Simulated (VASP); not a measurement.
# Ni (Fm-3m) in VASP: further runs

Ni is run at these levels: PBE; tasks: single point.

Everything below comes from runs of VASP 6.6.1. Logs are shortened: lines on timing, memory, paths and dates and some standing lists are left out, and cuts for length are marked.

## Step 1: The cell of the first run

Symmetry: Fm-3m, No. 225, cubic system. Conventional cell: a = 3.475 Å, b = 3.475 Å, c = 3.475 Å, α = 90.00°, β = 90.00°, γ = 90.00°. Within 3.2 Å of Ni (site symmetry m-3m) lie 12 Ni at 2.46 Å.

## Step 2: Single point, PBE

INCAR

```
ALGO = Normal
EDIFF = 1E-6
ENCUT = 520
GGA = PE
ISIF = 2
ISMEAR = -1
LASPH = T
LCHARG = F
LREAL = F
LWAVE = F
NBANDS = 11
NELM = 100
PREC = Accurate
SIGMA = 0.05
```

KPOINTS

```
k-points
0
Gamma
  13 13 13
```

POSCAR

```
Ni
1.0
    0.0000000000      1.7375729330      1.7375729330
    1.7375729330      0.0000000000      1.7375729330
    1.7375729330      1.7375729330      0.0000000000
Ni
1
Direct
    0.0000000000      0.0000000000      0.0000000000
```

Potentials or basis: VASP PAW PBE potentials, release 64 (Ni).

The run is started by

```console
$ cat potpaw_PBE.64/Ni/POTCAR > POTCAR
$ mpirun -np 1 vasp_std > vasp.out
```

OUTCAR:

```text
EDIFF = 1E-6
   ENCUT = 520
   GGA = PE
   ISIF = 2
   ISMEAR = -1
   LASPH = T
   LREAL = F
   NELM = 100
   PREC = Accurate

 ion  position               nearest neighbor table
   1  0.000  0.000  0.000-

  LATTYP: Found a face centered cubic cell.
 ALAT       =     3.4751458660

  Lattice vectors:

 A1 = (   0.0000000000,   1.7375729330,   1.7375729330)
 A2 = (   1.7375729330,   0.0000000000,   1.7375729330)
 A3 = (   1.7375729330,   1.7375729330,   0.0000000000)

Analysis of symmetry for initial positions (statically):
=====================================================================
 Subroutine PRICEL returns:
 Original cell was already a primitive cell.

 Routine SETGRP: Setting up the symmetry group for a
 face centered cubic supercell.

 Subroutine GETGRP returns: Found 48 space group operations
 (whereof 48 operations were pure point group operations)
 out of a pool of 48 trial point group operations.

The static configuration has the point symmetry O_h .

Analysis of symmetry for dynamics (positions and initial velocities):
=====================================================================
 Subroutine PRICEL returns:
 Original cell was already a primitive cell.

 Routine SETGRP: Setting up the symmetry group for a
 face centered cubic supercell.

 Subroutine GETGRP returns: Found 48 space group operations
 (whereof 48 operations were pure point group operations)
 out of a pool of 48 trial point group operations.

The dynamic configuration has the point symmetry O_h .

 Subroutine INISYM returns: Found 48 space group operations
 (whereof 48 operations are pure point group operations),
 and found     1 'primitive' translations

----------------------------------------------------------------------------------------

                                     Primitive cell

  volume of cell :      10.4920

  direct lattice vectors                    reciprocal lattice vectors
     0.000000000  1.737572933  1.737572933    -0.287757705  0.287757705  0.287757705
     1.737572933  0.000000000  1.737572933     0.287757705 -0.287757705  0.287757705
     1.737572933  1.737572933  0.000000000     0.287757705  0.287757705 -0.287757705

  length of vectors
     2.457299207  2.457299207  2.457299207     0.498410966  0.498410966  0.498410966

  position of ions in fractional coordinates (direct lattice)
     0.000000000  0.000000000  0.000000000

  ion indices of the primitive-cell ions
   primitive index   ion index
                 1           1
[... 72 lines left out ...]
   EDIFF  = 0.1E-05   stopping-criterion for ELM
   LREAL  =      F    real-space projection
   EDIFFG = 0.1E-04   stopping-criterion for IOM
   NSW    =      0    number of steps for IOM
   IBRION =     -1    ionic relax: 0-MD 1-quasi-New 2-CG
   NFREE  =      0    steps in history (QN), initial steepest desc. (CG)
   ISIF   =      2    stress and relaxation
   ISYM   =      2    0-nonsym 1-usesym 2-fastsym
   POTIM  = 0.5000    time-step for ionic-motion
   TEBEG  =    0.0;   TEEND  =   0.0 temperature during run
   PSTRESS=    0.0 pullay stress
   NELECT =      10.0000    total number of electrons
   NUPDOWN=      -1.0000    fix difference up-down
   EMIN   =  10.00;   EMAX   =-10.00  energy-range for DOS
   EFERMI =   0.00;   METHOD = LEGACY
   ISMEAR =    -1;   SIGMA  =   0.05  broadening in eV -4-tet -1-fermi 0-gaus
   EFERMI_NEDOS =   21; number of points for ismear=-14 and -15
   IALGO  =     38    algorithm
   IMIX   =      4    mixing-type and parameters
     AMIX     =   0.40;   BMIX     =  1.00
     AMIX_MAG =   1.60;   BMIX_MAG =  1.00
  volume/ion in A,a.u.               =      10.49        70.80
  Fermi-wavevector in a.u.,A,eV,Ry     =   1.611097  3.044533 35.315755  2.595635
  Thomas-Fermi vector in A             =   2.706542
   LORBIT       =      0    0 simple, 1 ext, 2 COOP (PROOUT), +10 PAW based schemes
   GGA     = PE    functional components
   LHFCALC =     F    Hartree Fock is set to
   AEXX    =    0.0000 exact exchange contribution
   IVDW    =     0    specifies the selected vdW correction
   LEPSILON=     F    determine dielectric tensor
   LRPA    =     F    only Hartree local field effects (RPA)
 non-spin polarized calculation
  energy-cutoff  :      520.00
  volume of cell :       10.49
 maximum number of plane-waves:       296
   NGX =  9   NGY =  9   NGZ =  9

 number of electron      10.0000000 magnetization

 number of electron       9.9999998 magnetization

 Free energy of the ion-electron system (eV)
  ---------------------------------------------------
  ext. energy  EPLUGINS =         0.00000000
  ---------------------------------------------------
  free energy    TOTEN  =        -5.41864244 eV

  energy without entropy =       -5.39151015  energy(sigma->0) =       -5.40507630

 E-fermi :   9.7334     XC(G=0): -13.4689

 val. band max:        9.7262540012   @ k =  -0.3846   0.3846   0.1538
 cond. band min:       9.7347189567   @ k =   0.4615   0.1538   0.0000
 fundamental gap:      0.0084649555
 Fermi energy:         9.7334343371

 k-point     1 :       0.0000    0.0000    0.0000
  band No.  band energies     occupation
      1       0.6177      2.00000
      2       7.7734      2.00000
      3       7.7734      2.00000
      4       7.7734      2.00000
      5       8.9314      2.00000
      6       8.9314      2.00000
      7      33.8525      0.00000
      8      38.0676      0.00000
      9      38.0676      0.00000
     10      38.0676      0.00000
     11      41.2040      0.00000
[... 309 lines left out ...]
 k-point    24 :       0.4615    0.1538    0.0000
  band No.  band energies     occupation
      1       5.4279      2.00000
      2       7.1859      2.00000
      3       7.7188      2.00000
      4       8.1463      2.00000
      5       9.7347      0.98715
      6      11.0158      0.00000
      7      18.1974      0.00000
      8      29.1173      0.00000
      9      30.9185      0.00000
     10      33.0679      0.00000
     11      43.1676      0.00000

 [... further k-points ...]
[... 5 lines left out ...]
  --------------------------------------------------------------------------------------
  -------------------------------------------------------------------------------------
  Total        0.4510707      0.4510707      0.4510707      0.0000000      0.0000000     -0.0000000
  in kB       68.8804612     68.8804612     68.8804612      0.0000000      0.0000000     -0.0000000
  external PRESSURE =      68.8804612 kB  Pullay stress =       0.0000000 kB

 VOLUME and BASIS-vectors are now :
 -----------------------------------------------------------------------------
  energy-cutoff  :      520.00
  volume of cell :       10.49
      direct lattice vectors                 reciprocal lattice vectors
     0.000000000  1.737572933  1.737572933    -0.287757705  0.287757705  0.287757705
     1.737572933  0.000000000  1.737572933     0.287757705 -0.287757705  0.287757705
     1.737572933  1.737572933  0.000000000     0.287757705  0.287757705 -0.287757705

 POSITION                                       TOTAL-FORCE (eV/Angst)
 -----------------------------------------------------------------------------------
      0.00000      0.00000      0.00000         0.000000      0.000000      0.000000
 -----------------------------------------------------------------------------------
    total drift:                                0.000000      0.000000      0.000000

  FREE ENERGIE OF THE ION-ELECTRON SYSTEM (eV)
  ---------------------------------------------------
  free  energy   TOTEN  =        -5.4186424433 eV

  energy  without entropy=       -5.3915101478  energy(sigma->0) =       -5.40507630
```

OSZICAR:

```text
N       E                     dE             d eps       ncg     rms          rms(c)
DAV:   1     0.294871127594E+02    0.29487E+02   -0.51174E+03  1912   0.130E+03
DAV:   2    -0.547094988225E+01   -0.34958E+02   -0.33310E+02  1914   0.175E+02
DAV:   3    -0.645619044804E+01   -0.98524E+00   -0.97044E+00  2062   0.339E+01
DAV:   4    -0.646456793575E+01   -0.83775E-02   -0.83750E-02  2047   0.282E+00
DAV:   5    -0.646474617489E+01   -0.17824E-03   -0.17823E-03  2093   0.394E-01    0.100E+01
DAV:   6    -0.574852268729E+01    0.71622E+00   -0.14414E+01  2226   0.538E+01    0.565E+00
DAV:   7    -0.543819321576E+01    0.31033E+00   -0.25066E+00  2214   0.207E+01    0.185E+00
DAV:   8    -0.542040576351E+01    0.17787E-01   -0.25902E-02  2586   0.158E+00    0.500E-01
DAV:   9    -0.541862846595E+01    0.17773E-02   -0.21983E-03  2751   0.329E-01    0.754E-02
DAV:  10    -0.541864500501E+01   -0.16539E-04   -0.18078E-05  1979   0.443E-02    0.323E-02
DAV:  11    -0.541864237990E+01    0.26251E-05   -0.88102E-07  1508   0.138E-02    0.280E-03
DAV:  12    -0.541864244329E+01   -0.63384E-07   -0.64194E-08  1050   0.252E-03
   1 F= -.54186424E+01 E0= -.54050763E+01  d E =-.271323E-01
```

stdout:

```text
POSCAR found type information on POSCAR Ni
 POSCAR found :  1 types and       1 ions
 scaLAPACK will be used
 LDA part: xc-table for (Slater+PW92), standard interpolation
 POSCAR, INCAR and KPOINTS ok, starting setup
 FFT: planning ... GRIDC
 FFT: planning ... GRID_SOFT
 FFT: planning ... GRID
 WAVECAR not read
 entering main loop
```

It took 9.1 s on 1 thread of Intel Xeon 8259CL, shared host; peak memory 0.12 GiB.

What came out:

* Free energy: -5.4186 eV
* Pressure: 6.9 GPa
* Band gap on the k mesh: zero (band 5 reaches 9.88 eV, above the bottom of band 6 at 8.88 eV)

Caveat: the run has no spin polarisation, though such a crystal can be magnetic.

## Step 3: Single point, PBE, collinear spin, ferromagnetic start

INCAR

```
SYSTEM = Ni
ALGO     = Normal         ! electronic algorithm
EDIFF    = 1E-6           ! SCF threshold, eV
ENCUT    = 520            ! plane-wave cutoff, eV
GGA      = PE             ! functional
ISIF     = 2              ! what is computed and relaxed
ISMEAR   = -1             ! smearing method
ISPIN    = 2              ! spin polarisation
LASPH    = .True.         ! aspherical terms in the spheres
LCHARG   = .False.        ! write CHGCAR
LMAXMIX  = 4              ! l up to which the mixer works
LORBIT   = 11             ! projections on sites
LREAL    = .False.        ! projectors in reciprocal space
LWAVE    = .False.        ! write WAVECAR
MAGMOM   = 0.83           ! initial moments
NBANDS   = 15             ! bands
NELM     = 150            ! most SCF steps
PREC     = Accurate       ! precision mode
SIGMA    = 0.05           ! smearing width, eV
```

KPOINTS

```
k-points
0
Gamma
  13 13 13
  0 0 0
```

POSCAR is that of step 2.

Potentials or basis: VASP PAW PBE potentials, release 64 (Ni).

The run is started by

```console
$ cat potpaw_PBE.64/Ni/POTCAR > POTCAR
$ mpirun -np 1 vasp_std > vasp.out
```

It took 32 s on 1 thread of Intel Xeon 8259CL, shared host; peak memory 0.13 GiB.

Results (log left out):

- Free energy: -5.4707 eV
- Pressure: 7.9 GPa
- Net moment: 0.62 μB per cell
- Site moments: Ni +0.63 μB
- Valence electrons inside the program's atomic spheres: Ni 9.38

Levels at points of the mesh, in eV from the Fermi level:
Spin up:
| k point | band 2 | band 3 | band 4 | band 5 | band 6 | band 7 | band 8 | band 9 |
| --- | --- | --- | --- | --- | --- | --- | --- | --- |
| (0.00, 0.00, 0.00) | -2.53 | -2.53 | -2.53 | -1.29 | -1.29 | 24.02 | 28.17 | 28.17 |
Spin down:
| k point | band 3 | band 4 | band 5 | band 6 | band 7 | band 8 |
| --- | --- | --- | --- | --- | --- | --- |
| (0.00, 0.00, 0.00) | -1.78 | -1.78 | -0.71 | -0.71 | 23.88 | 28.16 |
